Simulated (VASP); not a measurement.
# Zn (C2/m) in VASP: relaxation of cell and atoms with PBE

Aim: the relaxation of cell and atoms of Zn with PBE.

Everything below comes from runs of VASP 6.6.1. Logs are shortened: lines on timing, memory, paths and dates and some standing lists are left out, and cuts for length are marked.

## (1) The cell of the first run

Symmetry: C2/m, No. 12, monoclinic system. Conventional cell: a = 4.536 Å, b = 2.617 Å, c = 7.472 Å, α = 90.00°, β = 102.30°, γ = 90.00°. Zn (site symmetry 2/m) has 12 Zn at 2.62 to 2.89 Å within 3.5 Å. Zn (site symmetry m) has 12 Zn at 2.62 to 2.89 Å within 3.5 Å.

## (2) Relaxation of cell and atoms, PBE

Input file INCAR:

```
SYSTEM = Zn
PREC = Accurate
ENCUT = 600
EDIFF = 1E-6
ISMEAR = 0
SIGMA = 0.1
LREAL = .FALSE.
LASPH = .TRUE.
NELM = 60
ALGO = Fast
ISIF = 3
LWAVE = .FALSE.
LCHARG = .FALSE.
GGA = PE
IBRION = 2
NSW = 100
EDIFFG = -0.005
```

Input file KPOINTS:

```
regular mesh
0
G
  18 18 6
  0 0 0
```

Input file POSCAR:

```
Zn
1.0
    2.2681701736     -1.3084870100      0.0000000000
    2.2681701736      1.3084870100      0.0000000000
   -1.5917165425      0.0000000000      7.3004081919
Zn
3
Direct
    0.0000000000      0.0000000000      0.0000000000
    0.2219821400      0.2219821400      0.6654950200
    0.7780178600      0.7780178600      0.3345049800
```

Potentials or basis: VASP PAW PBE potentials, release 64 (Zn).

On the command line:

```
> cat potpaw_PBE.64/Zn/POTCAR > POTCAR
> mpirun -np 1 vasp_std > vasp.out
```

OUTCAR:

```text
SYSTEM = Zn
   PREC = Accurate
   ENCUT = 600
   EDIFF = 1E-6
   ISMEAR = 0
   LREAL = .FALSE.
   LASPH = .TRUE.
   NELM = 60
   ISIF = 3
   GGA = PE
   IBRION = 2
   NSW = 100
   EDIFFG = -0.005

 ion  position               nearest neighbor table
   1  0.000  0.000  0.000-   3 2.86   3 2.86   2 2.86   2 2.86   2 2.89   3 2.89
   2  0.222  0.222  0.665-   3 2.84   3 2.86   3 2.86   1 2.86   1 2.86   1 2.89
   3  0.778  0.778  0.335-   2 2.84   2 2.86   2 2.86   1 2.86   1 2.86   1 2.89

  LATTYP: Found a base centered monoclinic cell.
 ALAT       =     4.5363403472
 B/A-ratio  =     0.5768910222
 C/A-ratio  =     1.6471240986
 COS(beta)  =    -0.2130265715

  Lattice vectors:

 A1 = (   2.2681701736,  -1.3084870100,   0.0000000000)
 A2 = (   2.2681701736,   1.3084870100,   0.0000000000)
 A3 = (  -1.5917165425,   0.0000000000,   7.3004081919)

Analysis of symmetry for initial positions (statically):
=====================================================================
 Subroutine PRICEL returns:
 Original cell was already a primitive cell.

 Routine SETGRP: Setting up the symmetry group for a
 base centered monoclinic supercell.

 Subroutine GETGRP returns: Found  4 space group operations
 (whereof  4 operations were pure point group operations)
 out of a pool of  4 trial point group operations.

The static configuration has the point symmetry C_2h.

Analysis of symmetry for dynamics (positions and initial velocities):
=====================================================================
 Subroutine PRICEL returns:
 Original cell was already a primitive cell.

 Routine SETGRP: Setting up the symmetry group for a
 base centered monoclinic supercell.

 Subroutine GETGRP returns: Found  4 space group operations
 (whereof  4 operations were pure point group operations)
 out of a pool of  4 trial point group operations.

The dynamic configuration has the point symmetry C_2h.

 Subroutine INISYM returns: Found  4 space group operations
 (whereof  4 operations are pure point group operations),
 and found     1 'primitive' translations

----------------------------------------------------------------------------------------

                                     Primitive cell

  volume of cell :      43.3333

  direct lattice vectors                    reciprocal lattice vectors
     2.268170174 -1.308487010  0.000000000     0.220442013 -0.382120721  0.048063230
     2.268170174  1.308487010  0.000000000     0.220442013  0.382120721  0.048063230
    -1.591716542  0.000000000  7.300408192     0.000000000  0.000000000  0.136978642

  length of vectors
     2.618536651  2.618536651  7.471915505     0.443757818  0.443757818  0.136978642

  position of ions in fractional coordinates (direct lattice)
     0.000000000  0.000000000  0.000000000
     0.221982140  0.221982140  0.665495020
     0.778017860  0.778017860  0.334504980

  ion indices of the primitive-cell ions
   primitive index   ion index
                 1           1
                 2           2
                 3           3

----------------------------------------------------------------------------------------

 KPOINTS: regular mesh

Automatic generation of k-mesh.
 Grid dimensions read from file:
 generate k-points for:   18   18    6

 Generating k-lattice:

  Cartesian coordinates                     Fractional coordinates (reciprocal lattice)
     0.012246779 -0.021228929  0.002670179     0.055555556 -0.000000000  0.000000000
     0.012246779  0.021228929  0.002670179    -0.000000000  0.055555556  0.000000000
     0.000000000  0.000000000  0.022829774     0.000000000  0.000000000  0.166666667

  Length of vectors
     0.024653212  0.024653212  0.022829774

  Shift w.r.t. Gamma in fractional coordinates (k-lattice)
     0.000000000  0.000000000  0.000000000

 Subroutine IBZKPT returns following result:
 ===========================================

 Found    524 irreducible k-points:

 Following reciprocal coordinates:
            Coordinates               Weight
  0.000000  0.000000  0.000000      1.000000
  0.055556 -0.000000 -0.000000      4.000000
  0.111111 -0.000000 -0.000000      4.000000
  0.166667  0.000000  0.000000      4.000000
  0.222222 -0.000000  0.000000      4.000000
  0.277778 -0.000000  0.000000      4.000000
[... 16 lines left out ...]
 -0.277778  0.055556  0.000000      4.000000
 -0.222222  0.055556 -0.000000      4.000000
 [... further k-points ...]
   k-points           NKPTS =    524   k-points in BZ     NKDIM =    524   number of bands    NBANDS=     22
   number of dos      NEDOS =    301   number of ions     NIONS =      3
   total plane-waves  NPLWV =  34560
   dimension x,y,z NGX =    24 NGY =   24 NGZ =   60
   dimension x,y,z NGXF=    48 NGYF=   48 NGZF=  120
   ions per type =               3
   NGX,Y,Z   is equivalent  to a cutoff of  15.24, 15.24, 13.35 a.u.
   NGXF,Y,Z  is equivalent  to a cutoff of  30.47, 30.47, 26.70 a.u.
 SYSTEM =  Zn
   PREC   = accura    normal or accurate (medium, high low for compatibility)
   ISTART =      0    job   : 0-new  1-cont  2-samecut
   ICHARG =      2    charge: 1-file 2-atom 10-const
   ISPIN  =      1    spin polarized calculation?
   LNONCOLLINEAR =      F non collinear calculations
   LSORBIT =      F    spin-orbit coupling
   LASPH  =      T    aspherical Exc in radial PAW
   ENCUT  =  600.0 eV  44.10 Ry    6.64 a.u.   5.23  5.23 14.92*2*pi/ulx,y,z
   NELM   =     60;   NELMIN=  2; NELMDL= -5     # of ELM steps
   EDIFF  = 0.1E-05   stopping-criterion for ELM
   LREAL  =      F    real-space projection
   EDIFFG = -.5E-02   stopping-criterion for IOM
   NSW    =    100    number of steps for IOM
   IBRION =      2    ionic relax: 0-MD 1-quasi-New 2-CG
   NFREE  =      1    steps in history (QN), initial steepest desc. (CG)
   ISIF   =      3    stress and relaxation
   ISYM   =      2    0-nonsym 1-usesym 2-fastsym
   POTIM  = 0.5000    time-step for ionic-motion
   TEBEG  =    0.0;   TEEND  =   0.0 temperature during run
   PSTRESS=    0.0 pullay stress
   NELECT =      36.0000    total number of electrons
   NUPDOWN=      -1.0000    fix difference up-down
   EMIN   =  10.00;   EMAX   =-10.00  energy-range for DOS
   EFERMI =   0.00;   METHOD = LEGACY
   ISMEAR =     0;   SIGMA  =   0.10  broadening in eV -4-tet -1-fermi 0-gaus
   EFERMI_NEDOS =   21; number of points for ismear=-14 and -15
   IALGO  =     68    algorithm
   IMIX   =      4    mixing-type and parameters
     AMIX     =   0.40;   BMIX     =  1.00
     AMIX_MAG =   1.60;   BMIX_MAG =  1.00
  volume/ion in A,a.u.               =      14.44        97.48
  Fermi-wavevector in a.u.,A,eV,Ry     =   1.538987  2.908264 32.225138  2.368481
  Thomas-Fermi vector in A             =   2.645278
   LORBIT       =      0    0 simple, 1 ext, 2 COOP (PROOUT), +10 PAW based schemes
   GGA     = PE    functional components
   LHFCALC =     F    Hartree Fock is set to
   AEXX    =    0.0000 exact exchange contribution
   IVDW    =     0    specifies the selected vdW correction
   LEPSILON=     F    determine dielectric tensor
   LRPA    =     F    only Hartree local field effects (RPA)
 conjugate gradient relaxation of ions
 non-spin polarized calculation
 RMM-DIIS sequential band-by-band and
 Gauss-broadening in eV      SIGMA  =   0.10
  energy-cutoff  :      600.00
  volume of cell :       43.33
 maximum number of plane-waves:      1462
 NGX is ok and might be reduce to    24
   NGX = 11   NGY = 11   NGZ = 29

--------------------------------------- Ionic step        1  -------------------------------------------

 number of electron      35.9999991 magnetization

 Free energy of the ion-electron system (eV)
  ---------------------------------------------------
  ext. energy  EPLUGINS =         0.00000000
  ---------------------------------------------------
  free energy    TOTEN  =        -3.26917342 eV

  energy without entropy =       -3.26537023  energy(sigma->0) =       -3.26727183

------------------------ aborting loop because EDIFF is reached ----------------------------------------

  FORCE on cell =-STRESS in cart. coord.  units (eV):
  Direction    XX          YY          ZZ          XY          YZ          ZX
  --------------------------------------------------------------------------------------
  -------------------------------------------------------------------------------------
  Total        1.1389671      1.0243591      1.3860319      0.0000000      0.0000000      0.0035174
  in kB       42.1113887     37.8739502     51.2461947      0.0000000      0.0000000      0.1300503
  external PRESSURE =      43.7438445 kB  Pullay stress =       0.0000000 kB
[... 92 lines left out ...]
  FREE ENERGIE OF THE ION-ELECTRON SYSTEM (eV)
  ---------------------------------------------------
  free  energy   TOTEN  =        -3.3039088000 eV

  energy  without entropy=       -3.2998600567  energy(sigma->0) =       -3.30188443

[... ionic steps 4 to 16 ...]

--------------------------------------- Ionic step       17  -------------------------------------------

 number of electron      35.9999984 magnetization

------------------------ aborting loop because EDIFF is reached ----------------------------------------

  FORCE on cell =-STRESS in cart. coord.  units (eV):
  Direction    XX          YY          ZZ          XY          YZ          ZX
  --------------------------------------------------------------------------------------
  -------------------------------------------------------------------------------------
  Total        0.0406428      0.0583807      0.0400614      0.0000000      0.0000000     -0.0003895
  in kB        1.4053078      2.0186303      1.3852038      0.0000000      0.0000000     -0.0134675
  external PRESSURE =       1.6030473 kB  Pullay stress =       0.0000000 kB
[... 59 lines left out ...]
  energy  without entropy=       -3.3103674447  energy(sigma->0) =       -3.31171844

--------------------------------------- Ionic step       19  -------------------------------------------

 number of electron      35.9999985 magnetization

 Free energy of the ion-electron system (eV)
  ---------------------------------------------------
  ext. energy  EPLUGINS =         0.00000000
  ---------------------------------------------------
  free energy    TOTEN  =        -3.31323145 eV

  energy without entropy =       -3.31043894  energy(sigma->0) =       -3.31183519

 E-fermi :   2.9109     XC(G=0): -11.4545

 val. band max:        2.9072129262   @ k =  -0.3333   0.4444   0.3333
 cond. band min:       2.9342041468   @ k =   0.4444   0.0556   0.3333
 fundamental gap:      0.0269912206
 Fermi energy:         2.9108773419

 k-point     1 :       0.0000    0.0000    0.0000
  band No.  band energies     occupation
      1      -7.2985      2.00000
      2      -5.8122      2.00000
      3      -5.8020      2.00000
      4      -4.9551      2.00000
      5      -4.6821      2.00000
      6      -4.6786      2.00000
[... 574 lines left out ...]
      6      -4.7911      2.00000
[... 14 lines left out ...]
     21      10.4965      0.00000
     22      11.6727      0.00000

 [... further k-points ...]
[... 5 lines left out ...]
  --------------------------------------------------------------------------------------
  -------------------------------------------------------------------------------------
  Total       -0.0012321     -0.0039425     -0.0036827      0.0000000      0.0000000     -0.0131087
  in kB       -0.0425770     -0.1362392     -0.1272601      0.0000000      0.0000000     -0.4529879
  external PRESSURE =      -0.1020254 kB  Pullay stress =       0.0000000 kB
[... 18 lines left out ...]
  FREE ENERGIE OF THE ION-ELECTRON SYSTEM (eV)
  ---------------------------------------------------
  free  energy   TOTEN  =        -3.3132314512 eV

  energy  without entropy=       -3.3104389357  energy(sigma->0) =       -3.31183519

 reached required accuracy - stopping structural energy minimisation
```

It took 87 min on 1 thread of Oxide Virtual Turin-like, shared host; peak memory 0.55 GiB.

What came out:

```yaml
Free_energy: -3.3132 eV
Relaxed_volume: 15.45 Å³/atom
Relaxed_cell: a = 2.637 Å, b = 2.637 Å, c = 7.849 Å, α = 99.56°, β = 99.56°, γ = 59.96°
Space_group_after_relaxing_to_0.1_Å: R-3m (No. 166)
Energy_gained_by_relaxing: 14.7 meV/atom
Ionic_steps: 19
Pressure_after_relaxing: 0.0 GPa
Largest_force_after_relaxing: 0.004 eV/Å
Band_gap_on_the_k_mesh: zero (bands 18 and 19 overlap by 5.38 eV)
```

Forces in eV/Å, atoms in the order of the input:
```
Zn   0.000  0.000  0.000
Zn  -0.003  0.000 -0.001
Zn   0.003  0.000  0.001
```

The path:
```csv
step,energy change (eV),largest force (eV/Å),pressure (GPa),volume (Å³)
1,0.0000,0.0120,4.37,43.33
2,-0.0347,0.0082,-0.04,45.85
3,-0.0347,0.0081,-0.04,45.91
4,-0.0387,0.0066,0.03,45.99
5,-0.0430,0.0109,0.00,46.21
6,-0.0433,0.0094,0.01,46.17
7,-0.0436,0.0073,-0.05,46.19
8,-0.0437,0.0064,0.21,46.20
9,-0.0437,0.0051,-0.10,46.32
10,-0.0437,0.0070,-0.16,46.29
11,-0.0437,0.0067,-0.08,46.27
12,-0.0438,0.0050,0.08,46.28
13,-0.0440,0.0028,-0.17,46.29
14,-0.0437,0.0056,0.11,46.33
15,-0.0440,0.0033,0.01,46.30
16,-0.0440,0.0027,0.04,46.30
17,-0.0441,0.0026,0.16,46.34
18,-0.0439,0.0055,-0.21,46.44
19,-0.0441,0.0035,-0.01,46.36
```

Final structure:
```yaml
crystal:
  lattice:
    - [2.28383, -1.31763, 0.01451]
    - [2.28383, 1.31763, 0.01451]
    - [-1.55342, 0.00000, 7.69378]
  atoms:
    - { symbol: Zn, position: [0.00000, 0.00000, 0.00000] }
    - { symbol: Zn, position: [0.22245, 0.22245, 0.66517] }
    - { symbol: Zn, position: [0.77755, 0.77755, 0.33483] }
```

Levels at points of the mesh, in eV from the Fermi level:
```tsv
k point	band 15	band 16	band 17	band 18	band 19	band 20	band 21	band 22
(0.00, 0.00, 0.00)	-7.04	-7.04	-6.76	-6.72	0.98	1.05	12.01	15.85
(0.50, 0.00, 0.00)	-6.78	-2.50	-1.88	-1.34	0.70	1.13	1.89	6.29
(0.50, 0.50, 0.00)	-6.77	-2.24	-2.02	-1.60	-0.01	1.85	3.17	4.49
(0.00, 0.00, 0.50)	-7.12	-7.01	-7.00	-3.66	-3.50	6.69	6.79	18.35
(0.50, 0.00, 0.50)	-6.77	-2.23	-2.02	-1.60	-0.02	1.91	3.21	4.46
(0.50, 0.50, 0.50)	-6.78	-2.51	-1.88	-1.36	0.65	1.15	1.92	6.22
```

The gap in the log of VASP goes by the Fermi energy; the results here count the filled bands.